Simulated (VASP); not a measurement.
Wanted: the native input for a VASP 6.6.1 run.

```yaml
Task: relaxation of the atoms
Functional: r2SCAN
Potentials_or_basis: VASP PAW PBE potentials, release 64 (Ca_sv, Se)
Cutoff: 520 eV
k_mesh: 8 × 8 × 8
Occupations: fermi-dirac, width 0.02 eV
Spin: no spin polarisation
Dipole_correction: no
Further_INCAR_settings: ALGO = Normal; EDIFF = 1e-06; IBRION = 2; EDIFFG = -0.01; NSW = 50
```

Crystal: CaSe.

```
Ca Se
1.0
     0.00000    3.00627    3.00627
     3.00627    0.00000    3.00627
     3.00627    3.00627    0.00000
Ca Se
1 1
Direct
  0.00000 0.00000 0.00000
  0.50000 0.50000 0.50000
```

One way to write it, as run:

POSCAR

```
CaSe
1.0
    0.0000000000      3.0062741200      3.0062741200
    3.0062741200      0.0000000000      3.0062741200
    3.0062741200      3.0062741200      0.0000000000
Ca Se
1 1
Direct
    0.0000000000      0.0000000000      0.0000000000
    0.5000000000      0.5000000000      0.5000000000
```

INCAR.step1

```
  PREC = Accurate
  ENCUT = 520
  ISMEAR = -1
  SIGMA = 0.02
  LREAL = False
  LASPH = True
  NELM = 100
  GGA = PE
  ALGO = Normal
  EDIFF = 1E-4
  LWAVE = True
  LCHARG = False
```

INCAR.step2

```
  PREC = Accurate
  ENCUT = 520
  EDIFF = 1E-6
  ISMEAR = -1
  SIGMA = 0.02
  LREAL = False
  LASPH = True
  NELM = 100
  ALGO = Normal
  ISIF = 2
  LWAVE = False
  LCHARG = False
  METAGGA = R2SCAN
  LMIXTAU = True
  IBRION = 2
  NSW = 50
  EDIFFG = -0.01
  ISTART = 1
```

KPOINTS

```
regular mesh
0
Gamma
  8 8 8
```

Potentials or basis: VASP PAW PBE potentials, release 64 (Ca_sv, Se).

Run with:

```bash
$ cat potpaw_PBE.64/Ca_sv/POTCAR potpaw_PBE.64/Se/POTCAR > POTCAR
$ cp INCAR.step1 INCAR
$ mpirun -np 1 vasp_std > vasp.out
$ cp INCAR.step2 INCAR
$ mpirun -np 1 vasp_std > vasp.out
```

It gave:

```json
{
 "Pressure after relaxing": "-1.7 GPa",
 "Band gap on the k mesh": "2.60 eV (least direct gap 3.50 eV)"
}
```

Caveat: the relaxation stopped at its first step, so nothing moved; the PAW data sets were made with another functional, which shifts forces and pressure a little.

Run time: 70 s on 1 thread of Intel(R) Xeon(R) Platinum 8488C (Sapphire Rapids), on a shared host, peak memory 0.19 GiB.
